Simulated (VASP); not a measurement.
Crystal: Re.

```
Re
1.0
     2.67334    0.00000    0.00000
    -1.33667    2.31518    0.00000
     0.00000    0.00000    2.51294
Re
1
Direct
  0.00000 0.00000 0.00000
```

This isn't the form of Re at room conditions, which is hcp.

- Program: VASP 6.6.1
- Task: relaxation of cell and atoms
- Functional: PBE
- Potentials or basis: VASP PAW PBE potentials, release 64 (Re)
- Cutoff: 600 eV
- k mesh: 16 × 16 × 15
- Occupations: fermi-dirac, width 0.08 eV
- Spin: no spin polarisation

At the start: pressure 15.7 GPa; volume 15.55 Å³/atom.

**Question.** How do energy, volume and symmetry change on relaxing?

**Answer.** Over 10 steps the energy falls by 85.3 meV/atom and the volume is 16.29 Å³/atom (+4.8 %); space group P6/mmm (No. 191, to 0.1 Å) before and after.

Step by step:
```
step  energy change (eV)  largest force (eV/Å)  pressure (GPa)  volume (Å³)
   1              0.0000                0.0000           15.68        15.55
   2              0.2769                0.0000          -29.82        19.15
   3             -0.0731                0.0000           -5.35        16.60
   4             -0.0735                0.0000           -4.26        16.53
   5             -0.0426                0.0000            6.48        16.03
   6             -0.0851                0.0000           -1.19        16.36
   7             -0.0851                0.0000           -1.06        16.36
   8             -0.0844                0.0000            2.06        16.18
   9             -0.0853                0.0000           -0.01        16.29
  10             -0.0853                0.0000            0.01        16.29
```

Final structure:
```yaml
crystal:
  lattice:
    - [2.76551, 0.00000, 0.00000]
    - [-1.38276, 2.39500, 0.00000]
    - [0.00000, 0.00000, 2.46012]
  atoms:
    - { symbol: Re, position: [0.00000, 0.00000, 0.00000] }
```
